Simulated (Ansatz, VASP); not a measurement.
## WSe2: VASP beside Ansatz

File INCAR:

```
SYSTEM = WSe2
PREC = Accurate ; ENCUT = 520
EDIFF = 1E-6 ; ISMEAR = 0
SIGMA = 0.05 ; LREAL = .FALSE.
LASPH = .TRUE. ; NELM = 80
ALGO = Normal ; ISIF = 2
LWAVE = .FALSE. ; LCHARG = .FALSE.
GGA = PE ; NBANDS = 64
```

KPOINTS

```
Automatic mesh
0
G
  9 9 1
  0 0 0
```

File POSCAR:

```
WSe2
1.0
    3.3204748274      0.0000000000      0.0000000000
   -1.6602374137      2.8756155532      0.0000000000
    0.0000000000      0.0000000000     38.6329385217
W Se
4 8
Direct
    0.7109109927      0.3333333333      0.9016865481
    0.5582614933      0.3333333333      0.2952336216
    0.4417385067      0.6666666667      0.7047662378
    0.2890890073      0.6666666667      0.0983139643
    0.3775451584      0.6666666667      0.9434438469
    0.2249151044      0.6666666667      0.3386745282
    0.7750584349      0.3333333333      0.7482126213
    0.6223896714      0.3333333333      0.1417592119
    0.3776103286      0.6666666667      0.8599277421
    0.2249415651      0.6666666667      0.2517871470
    0.7750848956      0.3333333333      0.6613254230
    0.6224548416      0.3333333333      0.0548686141
```

Input for Ansatz:

```yaml
crystal:
  lattice:
    - [3.3204748274, 0.0, 0.0]
    - [-1.6602374137, 2.8756155532, 0.0]
    - [0.0, 0.0, 38.6329385217]
  atoms:
    - { symbol: W, position: [0.7109109927, 0.3333333333, 0.9016865481] }
    - { symbol: W, position: [0.5582614933, 0.3333333333, 0.2952336216] }
    - { symbol: W, position: [0.4417385067, 0.6666666667, 0.7047662378] }
    - { symbol: W, position: [0.2890890073, 0.6666666667, 0.0983139643] }
    - { symbol: Se, position: [0.3775451584, 0.6666666667, 0.9434438469] }
    - { symbol: Se, position: [0.2249151044, 0.6666666667, 0.3386745282] }
    - { symbol: Se, position: [0.7750584349, 0.3333333333, 0.7482126213] }
    - { symbol: Se, position: [0.6223896714, 0.3333333333, 0.1417592119] }
    - { symbol: Se, position: [0.3776103286, 0.6666666667, 0.8599277421] }
    - { symbol: Se, position: [0.2249415651, 0.6666666667, 0.251787147] }
    - { symbol: Se, position: [0.7750848956, 0.3333333333, 0.661325423] }
    - { symbol: Se, position: [0.6224548416, 0.3333333333, 0.0548686141] }
basis:
  ecutwfc: 420
kpoints:
  mp_grid: { grid: [9, 9, 1] }
hamiltonian:
  xc: pbe
  pseudopotentials: { kind: paw, azcp: { folder: soft_1 } }
scf:
  occupations: { method: gaussian, width: 0.05 }
output:
  forces: true
  stress: true
  eigenvalues: true
  write_density: true
  write_potential: true
  elf: true
  volumetric_format: npy
```

Change from the starting cell: mode 4 frozen in at -0.360 Å and mode 29 at -0.065 Å (largest displacements).

Alike in both runs: task single point; functional PBE; k mesh 9 × 9 × 1; occupations gaussian, width 0.05 eV; no spin polarisation.

|  | VASP | Ansatz |
| --- | --- | --- |
| version | VASP 6.6.1 | Ansatz 0.2.0 |
| potentials or method | VASP PAW PBE potentials, release 64 (W_sv, Se), cutoff 520 eV | scalar-relativistic, plane waves, PAW |
| valence electrons in the cell | 104 | 184 |

VASP gave:

* gap on the k mesh at the Fermi level (eV): 1.27
* least direct gap on the mesh (eV): 1.27
* rms of the force components (eV/Å): 0.296

**Question.** What did Ansatz give for the same quantities?

**Answer.** gap on the k mesh at the Fermi level (eV): 1.27; least direct gap on the mesh (eV): 1.27; rms of the force components (eV/Å): 0.283.

Atom by atom the forces differ by 0.023 eV/Å (rms over components). VASP's potentials hold 104 valence electrons a cell and Ansatz's 184, so a difference there can come from the potentials and not from the codes. Ansatz's warnings: xc potential rough in thin density.

Spin-orbit coupling is off throughout.
